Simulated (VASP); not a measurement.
# Si3BTe2 (P6/mmm) in VASP: a series of runs

The runs below take Si3BTe2 through single point, relaxation of cell and atoms, with PBE.

Everything below comes from runs of VASP 6.6.1. Logs are shortened: lines on timing, memory, paths and dates and some standing lists are left out, and cuts for length are marked.

## (1) The cell of the first run

The structure is hexagonal, space group P6/mmm (No. 191). The conventional cell has a = 6.292 Å, b = 6.292 Å, c = 3.489 Å, α = 90.00°, β = 90.00°, γ = 120.00°. Within 3.3 Å of Si (site symmetry mmm) lie 4 Te at 2.52 Å and 4 Si at 3.15 Å. Within 4.6 Å of B (site symmetry 6/mmm) lie 2 B at 3.49 Å and 12 Si at 3.60 Å and 6 Te at 3.63 Å. Within 3.3 Å of Te (site symmetry -6m2) lie 6 Si at 2.52 Å.

The cell was generated, and may not be a known phase.

## (2) Single point, PBE

INCAR

```
SYSTEM = Si3BTe2
PREC = Accurate
ENCUT = 520
EDIFF = 1E-6
ISMEAR = 0
SIGMA = 0.1
LREAL = .FALSE.
LASPH = .TRUE.
NELM = 100
ALGO = Normal
ISIF = 2
LWAVE = .FALSE.
LCHARG = .FALSE.
GGA = PE
NBANDS = 22
```

KPOINTS

```
regular mesh
0
G
  3 3 6
  0 0 0
```

POSCAR

```
Si3BTe2
1.0
    6.2920837200      0.0000000000      0.0000000000
   -3.1460418600      5.4491043400      0.0000000000
    0.0000000000      0.0000000000      3.4890465400
Si B Te
3 1 2
Direct
    0.5000000000      0.0000000000      0.5000000000
    0.5000000000      0.5000000000      0.5000000000
    0.0000000000      0.5000000000      0.5000000000
    0.0000000000      0.0000000000      0.0000000000
    0.3333333300      0.6666666700      0.0000000000
    0.6666666700      0.3333333300      0.0000000000
```

Potentials or basis: VASP PAW PBE potentials, release 64 (Si, B, Te).

Run with:

```sh
$ cat potpaw_PBE.64/Si/POTCAR potpaw_PBE.64/B/POTCAR potpaw_PBE.64/Te/POTCAR > POTCAR
$ mpirun -np 1 vasp_std > vasp.out
```

OUTCAR:

```text
SYSTEM = Si3BTe2
   PREC = Accurate
   ENCUT = 520
   EDIFF = 1E-6
   ISMEAR = 0
   LREAL = .FALSE.
   LASPH = .TRUE.
   NELM = 100
   ISIF = 2
   GGA = PE

 ion  position               nearest neighbor table
   1  0.500  0.000  0.500-   5 2.52   6 2.52   5 2.52   6 2.52   2 3.15   3 3.15   2 3.15   3 3.15

   2  0.500  0.500  0.500-   5 2.52   6 2.52   5 2.52   6 2.52   1 3.15   1 3.15   3 3.15   3 3.15

   3  0.000  0.500  0.500-   5 2.52   6 2.52   5 2.52   6 2.52   1 3.15   1 3.15   2 3.15   2 3.15

   4  0.000  0.000  0.000-
   5  0.333  0.667  0.000-   1 2.52   1 2.52   3 2.52   3 2.52   2 2.52   2 2.52   6 3.63   6 3.63
                             6 3.63
   6  0.667  0.333  0.000-   1 2.52   1 2.52   3 2.52   3 2.52   2 2.52   2 2.52   5 3.63   5 3.63
                             5 3.63

  LATTYP: Found a hexagonal cell.
 ALAT       =     6.2920837200
 C/A-ratio  =     0.5545136866

  Lattice vectors:

 A1 = (   6.2920837200,   0.0000000000,   0.0000000000)
 A2 = (  -3.1460418600,   5.4491043400,   0.0000000000)
 A3 = (   0.0000000000,   0.0000000000,   3.4890465400)

Analysis of symmetry for initial positions (statically):
=====================================================================
 Subroutine PRICEL returns:
 Original cell was already a primitive cell.

 Routine SETGRP: Setting up the symmetry group for a
 hexagonal supercell.

 Subroutine GETGRP returns: Found 24 space group operations
 (whereof 24 operations were pure point group operations)
 out of a pool of 24 trial point group operations.

The static configuration has the point symmetry D_6h.

Analysis of symmetry for dynamics (positions and initial velocities):
=====================================================================
 Subroutine PRICEL returns:
 Original cell was already a primitive cell.

 Routine SETGRP: Setting up the symmetry group for a
 hexagonal supercell.

 Subroutine GETGRP returns: Found 24 space group operations
 (whereof 24 operations were pure point group operations)
 out of a pool of 24 trial point group operations.

The dynamic configuration has the point symmetry D_6h.

 Subroutine INISYM returns: Found 24 space group operations
 (whereof 24 operations are pure point group operations),
 and found     1 'primitive' translations

----------------------------------------------------------------------------------------

                                     Primitive cell

  volume of cell :     119.6262

  direct lattice vectors                    reciprocal lattice vectors
     6.292083720  0.000000000  0.000000000     0.158929862  0.091758199  0.000000000
    -3.146041860  5.449104340  0.000000000     0.000000000  0.183516398  0.000000000
     0.000000000  0.000000000  3.489046540     0.000000000  0.000000000  0.286611253

  length of vectors
     6.292083720  6.292083716  3.489046540     0.183516398  0.183516398  0.286611253

  position of ions in fractional coordinates (direct lattice)
     0.500000000  0.000000000  0.500000000
     0.500000000  0.500000000  0.500000000
     0.000000000  0.500000000  0.500000000
     0.000000000  0.000000000  0.000000000
     0.333333330  0.666666670  0.000000000
     0.666666670  0.333333330  0.000000000

  ion indices of the primitive-cell ions
   primitive index   ion index
                 1           1
                 2           2
                 3           3
                 4           4
                 5           5
                 6           6

----------------------------------------------------------------------------------------

 KPOINTS: regular mesh

Automatic generation of k-mesh.
 Grid dimensions read from file:
 generate k-points for:    3    3    6

 Generating k-lattice:

  Cartesian coordinates                     Fractional coordinates (reciprocal lattice)
     0.052976621  0.030586066  0.000000000     0.333333333  0.000000000  0.000000000
     0.000000000  0.061172133  0.000000000     0.000000000  0.333333333  0.000000000
     0.000000000  0.000000000  0.047768542     0.000000000  0.000000000  0.166666667

  Length of vectors
     0.061172133  0.061172133  0.047768542

  Shift w.r.t. Gamma in fractional coordinates (k-lattice)
     0.000000000  0.000000000  0.000000000

 Subroutine IBZKPT returns following result:
 ===========================================

 Found     12 irreducible k-points:

 Following reciprocal coordinates:
            Coordinates               Weight
  0.000000  0.000000  0.000000      1.000000
  0.333333  0.000000  0.000000      6.000000
  0.333333  0.333333  0.000000      2.000000
  0.000000  0.000000  0.166667      2.000000
  0.333333  0.000000  0.166667     12.000000
  0.333333  0.333333  0.166667      4.000000
  0.000000  0.000000  0.333333      2.000000
  0.333333  0.000000  0.333333     12.000000
  0.333333  0.333333  0.333333      4.000000
  0.000000  0.000000  0.500000      1.000000
  0.333333  0.000000  0.500000      6.000000
[... 103 lines left out ...]
      3      -2.4633      2.00000
      4       0.1134      2.00000
      5       0.1134      2.00000
      6       1.9887      2.00000
[... 14 lines left out ...]
     21      11.5646      0.00000
     22      12.3450      0.00000

 k-point     4 :       0.0000    0.0000    0.1667
  band No.  band energies     occupation
      1      -8.0341      2.00000
      2      -5.9367      2.00000
      3      -1.7674      2.00000
      4      -1.7674      2.00000
      5       0.5230      2.00000
      6       2.1252      2.00000
[... 14 lines left out ...]
     21      11.6380      0.00000
     22      12.0380      0.00000

 k-point     5 :       0.3333    0.0000    0.1667
  band No.  band energies     occupation
      1      -7.7193      2.00000
      2      -6.5866      2.00000
      3      -1.8995      2.00000
      4      -0.9473      2.00000
      5       0.7325      2.00000
      6       1.4325      2.00000
[... 14 lines left out ...]
     21      11.4772      0.00000
     22      11.7869      0.00000

 k-point     6 :       0.3333    0.3333    0.1667
  band No.  band energies     occupation
      1      -7.2204      2.00000
      2      -7.2204      2.00000
      3      -2.1140      2.00000
      4       0.3390      2.00000
      5       0.3390      2.00000
      6       1.6111      2.00000
[... 14 lines left out ...]
     21      12.3000      0.00000
     22      12.5830      0.00000

 k-point     7 :       0.0000    0.0000    0.3333
  band No.  band energies     occupation
      1      -7.0823      2.00000
      2      -5.0749      2.00000
      3      -2.3848      2.00000
      4      -0.7258      2.00000
      5      -0.7258      2.00000
      6       0.1314      2.00000
[... 14 lines left out ...]
     21      12.6439      0.00000
     22      12.6439      0.00000

 k-point     8 :       0.3333    0.0000    0.3333
  band No.  band energies     occupation
      1      -6.7752      2.00000
      2      -5.6831      2.00000
      3      -2.0556      2.00000
      4      -0.8908      2.00000
      5      -0.8567      2.00000
      6       0.2848      2.00000
[... 14 lines left out ...]
     21      11.9450      0.00000
     22      12.8329      0.00000

 k-point     9 :       0.3333    0.3333    0.3333
  band No.  band energies     occupation
      1      -6.2911      2.00000
      2      -6.2911      2.00000
      3      -1.5314      2.00000
      4      -1.5314      2.00000
      5      -1.0793      2.00000
      6       1.6038      2.00000
[... 14 lines left out ...]
     21      11.9481      0.00000
     22      11.9481      0.00000

 k-point    10 :       0.0000    0.0000    0.5000
  band No.  band energies     occupation
      1      -6.1179      2.00000
      2      -4.3170      2.00000
      3      -4.0257      2.00000
      4      -1.3238      2.00000
      5       0.8131      2.00000
      6       0.8131      2.00000
[... 14 lines left out ...]
     21      11.6842      0.00000
     22      14.0478      0.00000

 k-point    11 :       0.3333    0.0000    0.5000
  band No.  band energies     occupation
      1      -5.8311      2.00000
      2      -4.8373      2.00000
      3      -3.6710      2.00000
      4      -2.3103      2.00000
      5       0.6723      2.00000
      6       1.0574      2.00000
[... 14 lines left out ...]
     21      12.0214      0.00000
     22      12.5136      0.00000

 k-point    12 :       0.3333    0.3333    0.5000
  band No.  band energies     occupation
      1      -5.3843      2.00000
      2      -5.3843      2.00000
      3      -3.0936      2.00000
      4      -3.0936      2.00000
      5       0.3826      2.00000
      6       0.8887      2.00000
[... 14 lines left out ...]
     21      11.3732      0.00000
     22      11.3732      0.00000

------------------------ aborting loop because EDIFF is reached ----------------------------------------

  FORCE on cell =-STRESS in cart. coord.  units (eV):
  Direction    XX          YY          ZZ          XY          YZ          ZX
  --------------------------------------------------------------------------------------
  -------------------------------------------------------------------------------------
  Total       13.2221365     13.2221365     24.1755916      0.0000000      0.0000000      0.0000000
  in kB      177.0866571    177.0866569    323.7884205      0.0000000      0.0000000      0.0000000
  external PRESSURE =     225.9872448 kB  Pullay stress =       0.0000000 kB

 VOLUME and BASIS-vectors are now :
 -----------------------------------------------------------------------------
  energy-cutoff  :      520.00
  volume of cell :      119.63
      direct lattice vectors                 reciprocal lattice vectors
     6.292083720  0.000000000  0.000000000     0.158929862  0.091758199  0.000000000
    -3.146041860  5.449104340  0.000000000     0.000000000  0.183516398  0.000000000
     0.000000000  0.000000000  3.489046540     0.000000000  0.000000000  0.286611253

 POSITION                                       TOTAL-FORCE (eV/Angst)
 -----------------------------------------------------------------------------------
      3.14604      0.00000      1.74452         0.000000      0.000000      0.000000
      1.57302      2.72455      1.74452         0.000000      0.000000      0.000000
     -1.57302      2.72455      1.74452         0.000000      0.000000      0.000000
      0.00000      0.00000      0.00000         0.000000      0.000000      0.000000
     -0.00000      3.63274      0.00000         0.000000      0.000000     -0.000000
      3.14604      1.81637      0.00000        -0.000000      0.000000      0.000000
 -----------------------------------------------------------------------------------
    total drift:                               -0.000000      0.000000     -0.000000

  FREE ENERGIE OF THE ION-ELECTRON SYSTEM (eV)
  ---------------------------------------------------
  free  energy   TOTEN  =       -17.9516997855 eV

  energy  without entropy=      -17.9362348036  energy(sigma->0) =      -17.94396729
```

Wall time 23 s (1 thread of AMD EPYC 9R45 (Zen 5), shared host); peak memory 0.22 GiB.

Results:

```yaml
Free_energy: -17.9517 eV
Pressure: 22.6 GPa
Band_gap_on_the_k_mesh: zero (an odd number of electrons rules out a gap without spin polarisation)
```

Caveat: the k points lie up to 0.38 Å⁻¹ apart, too coarse for converged energies and pressures of a metal; spin-orbit coupling is left out, which moves the levels of the heavy elements; an odd number of electrons without spin polarisation forces a metal; a magnetic or distorted state may lie lower.

## (3) Single point, PBE

This run uses another cell than the first one, of 26.06 Å³/atom.

INCAR

```
  PREC = Accurate
  ENCUT = 520
  EDIFF = 1E-6
  ISMEAR = 0
  SIGMA = 0.1
  LREAL = F
  LASPH = T
  NELM = 80
  ALGO = Normal
  ISIF = 2
  LWAVE = F
  LCHARG = F
  GGA = PE
  NBANDS = 22
```

KPOINTS

```
Automatic mesh
0
Gamma
  3 3 6
```

POSCAR

```
Si3BTe2
1.0
    6.6411601449      0.0000000000      0.0000000000
   -3.3205800725      5.7514133961      0.0000000000
    0.0000000000      0.0000000000      4.0942619278
Si B Te
3 1 2
Direct
    0.5000000000      0.0000000000      0.5000000000
    0.5000000000      0.5000000000      0.5000000000
    0.0000000000      0.5000000000      0.5000000000
    0.0000000000      0.0000000000      0.0000000000
    0.3333333333      0.6666666667      0.0000000000
    0.6666666667      0.3333333333      0.0000000000
```

Potentials or basis: VASP PAW PBE potentials, release 64 (Si, B, Te).

Run with:

```sh
$ cat potpaw_PBE.64/Si/POTCAR potpaw_PBE.64/B/POTCAR potpaw_PBE.64/Te/POTCAR > POTCAR
$ mpirun -np 1 vasp_std > vasp.out
```

Run time: 27 s. Hardware: 1 thread of AMD EPYC 9R45 (Zen 5), shared host; peak memory 0.23 GiB.

The run converged. Its results:

| Quantity | Value |
| --- | --- |
| Free energy | -20.3516 eV |
| Pressure | 0.0 GPa |
| Band gap on the k mesh | zero (an odd number of electrons rules out a gap without spin polarisation) |

Stress tensor (GPa, compression positive):
```
-0.25  0.00  0.00
 0.00 -0.25  0.00
 0.00  0.00  0.42
```

Levels at points of the mesh, in eV from the Fermi level:
```
           k point  band 9  band 10  band 11  band 12  band 13  band 14  band 15  band 16  band 17  band 18
(0.00, 0.00, 0.00)   -4.13    -2.34    -0.54     0.26     0.26     0.46     0.46     0.46     0.46     1.55
(0.00, 0.00, 0.50)   -4.99    -2.32    -2.32    -1.64    -1.64    -0.38     1.17     1.17     2.18     2.79
```

Caveat: the k points lie up to 0.36 Å⁻¹ apart, too coarse for converged energies and pressures of a metal; spin-orbit coupling is left out, which moves the levels of the heavy elements; an odd number of electrons without spin polarisation forces a metal; a magnetic or distorted state may lie lower.

## (4) Relaxation of cell and atoms, PBE

INCAR

```
SYSTEM = Si3BTe2
ALGO     = Normal         ! electronic algorithm
EDIFF    = 1E-6           ! SCF threshold, eV
EDIFFG   = -0.04          ! ionic threshold
ENCUT    = 600            ! plane-wave cutoff, eV
GGA      = PE             ! functional
IBRION   = 2              ! ionic algorithm
ISIF     = 3              ! what is computed and relaxed
ISMEAR   = 0              ! smearing method
LASPH    = .True.         ! aspherical terms in the spheres
LCHARG   = .False.        ! write CHGCAR
LREAL    = .False.        ! projectors in reciprocal space
LWAVE    = .False.        ! write WAVECAR
NELM     = 60             ! most SCF steps
NSW      = 90             ! ionic steps
PREC     = Accurate       ! precision mode
SIGMA    = 0.1            ! smearing width, eV
```

KPOINTS

```
k-points
0
Gamma
  3 3 6
  0 0 0
```

POSCAR

```
Si3BTe2
1.0
    6.2920837200      0.0000000000      0.0000000000
   -3.1460418600      5.4491043400      0.0000000000
    0.0000000000      0.0000000000      3.4890465400
Si B Te
3 1 2
Direct
    0.5000000000      0.0000000000      0.5000000000
    0.5000000000      0.5000000000      0.5000000000
    0.0000000000      0.5000000000      0.5000000000
    0.0000000000      0.0000000000      0.0000000000
    0.3333333300      0.6666666700      0.0000000000
    0.6666666700      0.3333333300      0.0000000000
```

Run with:

```sh
$ cat potpaw_PBE.64/Si/POTCAR potpaw_PBE.64/B/POTCAR potpaw_PBE.64/Te/POTCAR > POTCAR
$ mpirun -np 1 vasp_std > vasp.out
```

It took 1.9 min on 1 thread of AMD EPYC 9R45 (Zen 5), shared host; peak memory 0.25 GiB.

The run converged. Its results:

| Quantity | Value |
| --- | --- |
| Free energy | -20.3527 eV |
| Relaxed volume | 25.75 Å³/atom |
| Relaxed cell | a = 6.579 Å, b = 6.579 Å, c = 4.121 Å, α = 90.00°, β = 90.00°, γ = 120.00° |
| Space group after relaxing (to 0.1 Å) | P6/mmm (No. 191) |
| Energy gained by relaxing | 400.1 meV/atom |
| Ionic steps | 8 |
| Pressure after relaxing | 0.2 GPa |
| Band gap on the k mesh | zero (an odd number of electrons rules out a gap without spin polarisation) |

Stress tensor (GPa, compression positive):
```
0.13 0.00 0.00
0.00 0.13 0.00
0.00 0.00 0.22
```

Step by step:
```csv
step,energy change (eV),largest force (eV/Å),pressure (GPa),volume (Å³)
1,0.0000,0.0000,22.60,119.63
2,-2.1945,0.0000,-3.18,174.88
3,-2.3451,0.0000,0.31,158.45
4,-2.3493,0.0000,-0.30,160.86
5,-2.3488,0.0000,-0.07,159.96
6,-2.3698,0.0000,-0.11,159.11
7,-2.3998,0.0000,-0.31,156.43
8,-2.4008,0.0000,0.16,154.48
```

Final structure:
```
Si B Te
1.0
     6.57911    0.00000    0.00000
    -3.28955    5.69767    0.00000
     0.00000    0.00000    4.12118
Si B Te
3 1 2
Direct
  0.50000 0.00000 0.50000
  0.50000 0.50000 0.50000
  0.00000 0.50000 0.50000
  0.00000 0.00000 0.00000
  0.33333 0.66667 0.00000
  0.66667 0.33333 0.00000
```

Levels at points of the mesh, in eV from the Fermi level:
```csv
k point,band 9,band 10,band 11,band 12,band 13,band 14,band 15,band 16,band 17
"(0.00, 0.00, 0.00)",-4.16,-2.44,-0.71,0.32,0.32,0.37,0.37,0.37,0.37
"(0.00, 0.00, 0.50)",-5.01,-2.36,-2.36,-1.72,-1.72,-0.40,1.20,1.20,2.24
```

Caveat: the k points lie up to 0.37 Å⁻¹ apart in the final cell, too coarse for converged energies and pressures of a metal; the volume moved by over 15 % at a fixed basis, so the end points are rough; spin-orbit coupling is left out, which moves the levels of the heavy elements; an odd number of electrons without spin polarisation forces a metal; a magnetic or distorted state may lie lower.

## (5) Overview

```tsv
task	cell	cutoff (eV)	gap on the mesh (eV)	pressure (GPa)
single point	a = 6.292, b = 6.292, c = 3.489 Å, angles 90.0, 90.0, 120.0°, 6 atoms	520	none	22.6
single point	a = 6.641, b = 6.641, c = 4.094 Å, angles 90.0, 90.0, 120.0°, 6 atoms	520	none	0.0
relaxation of cell and atoms	relaxed from a = 6.292, b = 6.292, c = 3.489 Å, angles 90.0, 90.0, 120.0°, 6 atoms	600	none	0.2
```

Alike in all rows: level PBE; potentials or basis VASP PAW PBE potentials, release 64 (Si, B, Te); no spin polarisation; k mesh 3 × 3 × 6; smearing gaussian 0.1 eV.

Caveats: all runs use coarse meshes; spin-orbit coupling is left out, which moves the levels of the heavy elements; an odd number of electrons without spin polarisation forces a metal; a magnetic or distorted state may lie lower; the volume moved by over 15 % at a fixed basis, so the end points are rough (at least some runs).

Total energies depend on the potentials used, so only differences within one code and one set of settings carry meaning.
